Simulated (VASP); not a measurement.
Wanted: the native input for a VASP 6.6.1 run.

```yaml
Task: single point
Functional: HSE06
Potentials_or_basis: VASP PAW PBE potentials, release 64 (Sc_sv, N, Al)
Cutoff: 520 eV
k_mesh: 4 × 4 × 4
Occupations: gaussian, width 0.01 eV
Spin: no spin polarisation
Dipole_correction: no
Grid_for_exact_exchange_PRECFOCK: Normal
Further_INCAR_settings: ALGO = Normal; EDIFF = 1e-06; NBANDS = 20
Screening_parameter: 0.2079 1/Å
```

Crystal: ScAlN2.

```
Sc N Al
1.0
     3.04461    0.00000    0.00000
     0.00000    3.04461    0.00000
     0.00000    0.00000    4.31898
Sc N Al
1 2 1
Direct
  0.00000 0.00000 0.00000
  0.00000 0.00000 0.50000
  0.50000 0.50000 0.00000
  0.50000 0.50000 0.50000
```

One way to write it, as run:

POSCAR

```
ScAlN2
1.0
    3.0446085440      0.0000000000      0.0000000000
    0.0000000000      3.0446085440      0.0000000000
    0.0000000000      0.0000000000      4.3189807810
Sc N Al
1 2 1
Direct
    0.0000000000      0.0000000000      0.0000000000
    0.0000000000      0.0000000000      0.5000000000
    0.5000000000      0.5000000000      0.0000000000
    0.5000000000      0.5000000000      0.5000000000
```

INCAR.step1

```
SYSTEM = ScAlN2
PREC     = Accurate       ! precision mode
ENCUT    = 520            ! plane-wave cutoff, eV
EDIFF    = 1E-5           ! SCF threshold, eV
ISMEAR   = 0              ! smearing method
SIGMA    = 0.01           ! smearing width, eV
LREAL    = .False.        ! projectors in reciprocal space
LASPH    = .True.         ! aspherical terms in the spheres
NELM     = 60             ! most SCF steps
ALGO     = Normal         ! electronic algorithm
ISIF     = 2              ! what is computed and relaxed
LWAVE    = .True.         ! write WAVECAR
GGA      = PE             ! functional
NBANDS   = 20             ! bands
```

INCAR.step2

```
SYSTEM = ScAlN2
PREC     = Accurate       ! precision mode
ENCUT    = 520            ! plane-wave cutoff, eV
EDIFF    = 1E-6           ! SCF threshold, eV
ISMEAR   = 0              ! smearing method
SIGMA    = 0.01           ! smearing width, eV
LREAL    = .False.        ! projectors in reciprocal space
LASPH    = .True.         ! aspherical terms in the spheres
NELM     = 60             ! most SCF steps
ALGO     = Normal         ! electronic algorithm
ISIF     = 2              ! what is computed and relaxed
LWAVE    = .False.        ! write WAVECAR
LCHARG   = .True.         ! write CHGCAR
GGA      = PE             ! functional
LHFCALC  = .True.         ! exact exchange
HFSCREEN = 0.2079         ! screening, 1/A
PRECFOCK = Normal       
LELF     = .True.         ! ELF
LVHAR    = .True.       
ISTART   = 1            
NBANDS   = 20             ! bands
```

KPOINTS

```
Automatic mesh
0
Gamma
  4 4 4
  0 0 0
```

Potentials or basis: VASP PAW PBE potentials, release 64 (Sc_sv, N, Al).

Run with:

```sh
$ cat potpaw_PBE.64/Sc_sv/POTCAR potpaw_PBE.64/N/POTCAR potpaw_PBE.64/Al/POTCAR > POTCAR
$ cp INCAR.step1 INCAR
$ mpirun -np 1 vasp_std > vasp.out
$ cp INCAR.step2 INCAR
$ mpirun -np 1 vasp_std > vasp.out
```

Results of the run:

```yaml
Pressure: -0.3 GPa
Band_gap_on_the_k_mesh: 1.83 eV, direct
```

Caveat: the k points lie up to 0.52 Å⁻¹ apart; the PAW data sets were made with another functional, which shifts forces and pressure a little.

Wall time 38 min on 1 thread of AMD EPYC 7R43 64-Core Processor (Zen 3), on a shared host, peak memory 0.24 GiB.
